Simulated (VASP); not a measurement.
# Ir (Fm-3m) in VASP: a series of runs

The runs below take Ir through electric field gradients, with PBEsol.

All numbers are computed with VASP 6.6.1; they aren't measurements. Logs are shortened: lines on timing, memory, paths and dates and some standing lists are left out, and cuts for length are marked.

### 1 The cell of the first run

Symmetry: Fm-3m, No. 225, cubic system. Conventional cell: a = 3.788 Å, b = 3.788 Å, c = 3.788 Å, α = 90.00°, β = 90.00°, γ = 90.00°. Ir (site symmetry m-3m) has 12 Ir at 2.68 Å within 3.5 Å.

### 2 Electric field gradients, PBEsol (volume scaled by 0.96)

Input file INCAR:

```
SYSTEM = Ir
ALGO     = Normal         ! electronic algorithm
EDIFF    = 1E-8           ! SCF threshold, eV
ENCUT    = 520            ! plane-wave cutoff, eV
GGA      = PS             ! functional
ISIF     = 2              ! what is computed and relaxed
ISMEAR   = -1             ! smearing method
LASPH    = .TRUE.         ! aspherical terms in the spheres
LCHARG   = .FALSE.        ! write CHGCAR
LEFG     = .TRUE.       
LREAL    = .FALSE.        ! projectors in reciprocal space
LWAVE    = .FALSE.        ! write WAVECAR
NBANDS   = 10             ! bands
NELM     = 60             ! most SCF steps
PREC     = Accurate       ! precision mode
SIGMA    = 0.05           ! smearing width, eV
```

Input file KPOINTS:

```
k-points
0
G
  15 15 15
  0 0 0
```

Input file POSCAR:

```
Ir
1.0
    0.0000000000      1.8937549276      1.8937549276
    1.8937549276      0.0000000000      1.8937549276
    1.8937549276      1.8937549276      0.0000000000
Ir
1
Direct
    0.0000000000      0.0000000000      0.0000000000
```

Potentials or basis: VASP PAW PBE potentials, release 64 (Ir).

Started as:

```sh
$ cat potpaw_PBE.64/Ir/POTCAR > POTCAR
$ mpirun -np 1 vasp_std > vasp.out
```

OUTCAR:

```text
SYSTEM = Ir
   EDIFF = 1E-8
   ENCUT = 520
   GGA = PS
   ISIF = 2
   ISMEAR = -1
   LASPH = .TRUE.
   LREAL = .FALSE.
   NELM = 60
   PREC = Accurate

 ion  position               nearest neighbor table
   1  0.000  0.000  0.000-

  LATTYP: Found a face centered cubic cell.
 ALAT       =     3.7875098552

  Lattice vectors:

 A1 = (   0.0000000000,   1.8937549276,   1.8937549276)
 A2 = (   1.8937549276,   0.0000000000,   1.8937549276)
 A3 = (   1.8937549276,   1.8937549276,   0.0000000000)

Analysis of symmetry for initial positions (statically):
=====================================================================
 Subroutine PRICEL returns:
 Original cell was already a primitive cell.

 Routine SETGRP: Setting up the symmetry group for a
 face centered cubic supercell.

 Subroutine GETGRP returns: Found 48 space group operations
 (whereof 48 operations were pure point group operations)
 out of a pool of 48 trial point group operations.

The static configuration has the point symmetry O_h .

Analysis of symmetry for dynamics (positions and initial velocities):
=====================================================================
 Subroutine PRICEL returns:
 Original cell was already a primitive cell.

 Routine SETGRP: Setting up the symmetry group for a
 face centered cubic supercell.

 Subroutine GETGRP returns: Found 48 space group operations
 (whereof 48 operations were pure point group operations)
 out of a pool of 48 trial point group operations.

The dynamic configuration has the point symmetry O_h .

 Subroutine INISYM returns: Found 48 space group operations
 (whereof 48 operations are pure point group operations),
 and found     1 'primitive' translations

----------------------------------------------------------------------------------------

                                     Primitive cell

  volume of cell :      13.5832

  direct lattice vectors                    reciprocal lattice vectors
     0.000000000  1.893754928  1.893754928    -0.264025716  0.264025716  0.264025716
     1.893754928  0.000000000  1.893754928     0.264025716 -0.264025716  0.264025716
     1.893754928  1.893754928  0.000000000     0.264025716  0.264025716 -0.264025716

  length of vectors
     2.678173902  2.678173902  2.678173902     0.457305954  0.457305954  0.457305954

[... 112 lines left out ...]
 maximum number of plane-waves:       376
   NGX =  9   NGY =  9   NGZ =  9

 number of electron       9.0000001 magnetization

 Free energy of the ion-electron system (eV)
  ---------------------------------------------------
  ext. energy  EPLUGINS =         0.00000000
  ---------------------------------------------------
  free energy    TOTEN  =        -9.80602742 eV

  energy without entropy =       -9.79841383  energy(sigma->0) =       -9.80222062

 E-fermi :  11.0312     XC(G=0): -14.3417

 val. band max:       11.0075855169   @ k =  -0.4000   0.4667   0.0667
 cond. band min:      11.0313954766   @ k =  -0.3333   0.2667   0.0667
 fundamental gap:      0.0238099597
 Fermi energy:        11.0311745023

 k-point     1 :       0.0000    0.0000    0.0000
  band No.  band energies     occupation
      1      -0.6687      2.00000
      2       6.8137      2.00000
      3       6.8137      2.00000
      4       6.8137      2.00000
      5       9.7101      2.00000
      6       9.7101      2.00000
      7      25.1990      0.00000
      8      31.0196      0.00000
      9      31.0196      0.00000
     10      31.0196      0.00000
[... 287 lines left out ...]
 k-point    24 :       0.2000    0.1333    0.0000
  band No.  band energies     occupation
      1       1.0505      2.00000
      2       5.6875      2.00000
      3       7.6457      2.00000
      4       7.7516      2.00000
      5       8.6033      2.00000
      6      10.2077      2.00000
      7      28.0684      0.00000
      8      28.2335      0.00000
      9      31.4910      0.00000
     10      32.0111      0.00000

 [... further k-points ...]
[... 5 lines left out ...]
  --------------------------------------------------------------------------------------
  -------------------------------------------------------------------------------------
  Total        1.3049508      1.3049508      1.3049508      0.0000000      0.0000000     -0.0000000
  in kB      153.9229592    153.9229592    153.9229592      0.0000000      0.0000000     -0.0000000
  external PRESSURE =     153.9229592 kB  Pullay stress =       0.0000000 kB

 VOLUME and BASIS-vectors are now :
 -----------------------------------------------------------------------------
  energy-cutoff  :      520.00
  volume of cell :       13.58
      direct lattice vectors                 reciprocal lattice vectors
     0.000000000  1.893754928  1.893754928    -0.264025716  0.264025716  0.264025716
     1.893754928  0.000000000  1.893754928     0.264025716 -0.264025716  0.264025716
     1.893754928  1.893754928  0.000000000     0.264025716  0.264025716 -0.264025716

 POSITION                                       TOTAL-FORCE (eV/Angst)
 -----------------------------------------------------------------------------------
      0.00000      0.00000      0.00000        -0.000000     -0.000000      0.000000
 -----------------------------------------------------------------------------------
    total drift:                                0.000000      0.000000     -0.000000

  FREE ENERGIE OF THE ION-ELECTRON SYSTEM (eV)
  ---------------------------------------------------
  free  energy   TOTEN  =        -9.8060274157 eV

  energy  without entropy=       -9.7984138320  energy(sigma->0) =       -9.80222062

 Electric field gradients (V/A^2)
---------------------------------------------------------------------
 ion       V_xx      V_yy      V_zz      V_xy      V_xz      V_yz
---------------------------------------------------------------------
   1       0.000    -0.000     0.000     0.000     0.000     0.000
---------------------------------------------------------------------

 Electric field gradients after diagonalization (V/A^2)
 (convention: |V_zz| > |V_xx| > |V_yy|)
----------------------------------------------------------------------
 ion       V_xx      V_yy      V_zz     asymmetry (V_yy - V_xx)/ V_zz
----------------------------------------------------------------------
   1      -0.000    -0.000     0.000       0.000
----------------------------------------------------------------------

           NMR quadrupolar parameters

 Cq : quadrupolar parameter    Cq=e*Q*V_zz/h
 eta: asymmetry parameters     (V_yy - V_xx)/ V_zz
 Q  : nuclear electric quadrupole moment in mb (millibarn)
----------------------------------------------------------------------
 ion       Cq(MHz)       eta       Q (mb)
----------------------------------------------------------------------
   1       0.000       0.000       1.000
----------------------------------------------------------------------
```

stdout:

```text
POSCAR found type information on POSCAR Ir
 POSCAR found :  1 types and       1 ions
 scaLAPACK will be used
 -----------------------------------------------------------------------------
|                                                                             |
|                                                                             |
|     You enforced a specific xc type in the INCAR file but a different       |
|     I HOPE YOU KNOW WHAT YOU ARE DOING!                                     |
|                                                                             |
 -----------------------------------------------------------------------------

 LDA part: xc-table for (Slater+PW92), standard interpolation
 POSCAR, INCAR and KPOINTS ok, starting setup
 FFT: planning ... GRIDC
 FFT: planning ... GRID_SOFT
 FFT: planning ... GRID
 WAVECAR not read
 entering main loop
ion   1
```

Wall time 6.5 s (1 thread of Intel Xeon 6975P-C (Granite Rapids), shared host); peak memory 0.14 GiB.

Results:

- Free energy: -9.8060 eV
- Pressure: 15.4 GPa

Levels at points of the mesh, in eV from the Fermi level:
```
           k point  band 1  band 2  band 3  band 4  band 5  band 6  band 7  band 8
(0.00, 0.00, 0.00)  -11.70   -4.22   -4.22   -4.22   -1.32   -1.32   14.17   19.99
```

Caveat: without QUAD_EFG the Cq values of the log hold for a quadrupole moment of 1 mb, not for the nuclei; the PAW data sets were made with another functional, which shifts forces and pressure a little; spin-orbit coupling is left out, which moves the levels of the heavy elements.

### 3 Electric field gradients, PBEsol (volume scaled by 0.99)

Input file INCAR:

```
SYSTEM = Ir
  PREC = Accurate
  ENCUT = 520
  EDIFF = 1E-8
  ISMEAR = -1
  SIGMA = 0.05
  LREAL = .False.
  LASPH = .True.
  NELM = 80
  ALGO = Normal
  ISIF = 2
  LWAVE = .False.
  LCHARG = .False.
  GGA = PS
  LEFG = .True.
  NBANDS = 10
```

Input file KPOINTS:

```
Automatic mesh
0
Gamma
  15 15 15
  0 0 0
```

Input file POSCAR:

```
Ir
1.0
    0.0000000000      1.9132795507      1.9132795507
    1.9132795507      0.0000000000      1.9132795507
    1.9132795507      1.9132795507      0.0000000000
Ir
1
Direct
    0.0000000000      0.0000000000      0.0000000000
```

Potentials or basis: VASP PAW PBE potentials, release 64 (Ir).

Started as:

```sh
$ cat potpaw_PBE.64/Ir/POTCAR > POTCAR
$ mpirun -np 1 vasp_std > vasp.out
```

OUTCAR:

```text
SYSTEM = Ir
   PREC = Accurate
   ENCUT = 520
   EDIFF = 1E-8
   ISMEAR = -1
   LREAL = .False.
   LASPH = .True.
   NELM = 80
   ISIF = 2
   GGA = PS

 ion  position               nearest neighbor table
   1  0.000  0.000  0.000-

  LATTYP: Found a face centered cubic cell.
 ALAT       =     3.8265591014

  Lattice vectors:

 A1 = (   0.0000000000,   1.9132795507,   1.9132795507)
 A2 = (   1.9132795507,   0.0000000000,   1.9132795507)
 A3 = (   1.9132795507,   1.9132795507,   0.0000000000)

Analysis of symmetry for initial positions (statically):
=====================================================================
 Subroutine PRICEL returns:
 Original cell was already a primitive cell.

 Routine SETGRP: Setting up the symmetry group for a
 face centered cubic supercell.

 Subroutine GETGRP returns: Found 48 space group operations
 (whereof 48 operations were pure point group operations)
 out of a pool of 48 trial point group operations.

The static configuration has the point symmetry O_h .

Analysis of symmetry for dynamics (positions and initial velocities):
=====================================================================
 Subroutine PRICEL returns:
 Original cell was already a primitive cell.

 Routine SETGRP: Setting up the symmetry group for a
 face centered cubic supercell.

 Subroutine GETGRP returns: Found 48 space group operations
 (whereof 48 operations were pure point group operations)
 out of a pool of 48 trial point group operations.

The dynamic configuration has the point symmetry O_h .

 Subroutine INISYM returns: Found 48 space group operations
 (whereof 48 operations are pure point group operations),
[... 147 lines left out ...]

 k-point     1 :       0.0000    0.0000    0.0000
  band No.  band energies     occupation
      1      -0.8790      2.00000
      2       6.4546      2.00000
      3       6.4546      2.00000
      4       6.4546      2.00000
      5       9.2133      2.00000
      6       9.2133      2.00000
      7      24.7185      0.00000
      8      30.3518      0.00000
      9      30.3518      0.00000
     10      30.3518      0.00000
[... 287 lines left out ...]
 k-point    24 :       0.2000    0.1333    0.0000
  band No.  band energies     occupation
      1       0.7891      2.00000
      2       5.3835      2.00000
      3       7.2517      2.00000
      4       7.3506      2.00000
      5       8.1680      2.00000
      6       9.6883      2.00000
      7      27.4576      0.00000
      8      27.5417      0.00000
      9      30.6726      0.00000
     10      31.2010      0.00000

 [... further k-points ...]
[... 5 lines left out ...]
  --------------------------------------------------------------------------------------
  -------------------------------------------------------------------------------------
  Total        0.1813236      0.1813236      0.1813236     -0.0000000     -0.0000000      0.0000000
  in kB       20.7395643     20.7395643     20.7395643     -0.0000000     -0.0000000      0.0000000
  external PRESSURE =      20.7395643 kB  Pullay stress =       0.0000000 kB

 VOLUME and BASIS-vectors are now :
 -----------------------------------------------------------------------------
  energy-cutoff  :      520.00
  volume of cell :       14.01
      direct lattice vectors                 reciprocal lattice vectors
     0.000000000  1.913279551  1.913279551    -0.261331388  0.261331388  0.261331388
     1.913279551  0.000000000  1.913279551     0.261331388 -0.261331388  0.261331388
     1.913279551  1.913279551  0.000000000     0.261331388  0.261331388 -0.261331388

 POSITION                                       TOTAL-FORCE (eV/Angst)
 -----------------------------------------------------------------------------------
      0.00000      0.00000      0.00000         0.000000     -0.000000     -0.000000
 -----------------------------------------------------------------------------------
    total drift:                                0.000000      0.000000     -0.000000

  FREE ENERGIE OF THE ION-ELECTRON SYSTEM (eV)
  ---------------------------------------------------
  free  energy   TOTEN  =        -9.8288092570 eV

  energy  without entropy=       -9.8208608230  energy(sigma->0) =       -9.82483504

 Electric field gradients (V/A^2)
---------------------------------------------------------------------
 ion       V_xx      V_yy      V_zz      V_xy      V_xz      V_yz
---------------------------------------------------------------------
   1      -0.000    -0.000    -0.000     0.000     0.000     0.000
---------------------------------------------------------------------

 Electric field gradients after diagonalization (V/A^2)
 (convention: |V_zz| > |V_xx| > |V_yy|)
----------------------------------------------------------------------
 ion       V_xx      V_yy      V_zz     asymmetry (V_yy - V_xx)/ V_zz
----------------------------------------------------------------------
   1      -0.000    -0.000     0.000       0.000
----------------------------------------------------------------------

           NMR quadrupolar parameters

 Cq : quadrupolar parameter    Cq=e*Q*V_zz/h
 eta: asymmetry parameters     (V_yy - V_xx)/ V_zz
 Q  : nuclear electric quadrupole moment in mb (millibarn)
----------------------------------------------------------------------
 ion       Cq(MHz)       eta       Q (mb)
----------------------------------------------------------------------
   1       0.000       0.000       1.000
----------------------------------------------------------------------
```

stdout:

```text
POSCAR found type information on POSCAR Ir
 POSCAR found :  1 types and       1 ions
 scaLAPACK will be used
 -----------------------------------------------------------------------------
|                                                                             |
|                                                                             |
|     You enforced a specific xc type in the INCAR file but a different       |
|     I HOPE YOU KNOW WHAT YOU ARE DOING!                                     |
|                                                                             |
 -----------------------------------------------------------------------------

 LDA part: xc-table for (Slater+PW92), standard interpolation
 POSCAR, INCAR and KPOINTS ok, starting setup
 FFT: planning ... GRIDC
 FFT: planning ... GRID_SOFT
 FFT: planning ... GRID
 WAVECAR not read
 entering main loop
ion   1
```

Wall time 6.7 s (1 thread of Intel Xeon 6975P-C (Granite Rapids), shared host); peak memory 0.13 GiB.

What came out:

| Quantity | Value |
| --- | --- |
| Free energy | -9.8288 eV |
| Pressure | 2.1 GPa |

Levels at points of the mesh, in eV from the Fermi level:
```
           k point  band 2  band 3  band 4  band 5  band 6  band 7
(0.00, 0.00, 0.00)   -4.02   -4.02   -4.02   -1.26   -1.26   14.24
```

Caveat: without QUAD_EFG the Cq values of the log hold for a quadrupole moment of 1 mb, not for the nuclei; the PAW data sets were made with another functional, which shifts forces and pressure a little; spin-orbit coupling is left out, which moves the levels of the heavy elements.

(Part 1 of 2 ends here.)
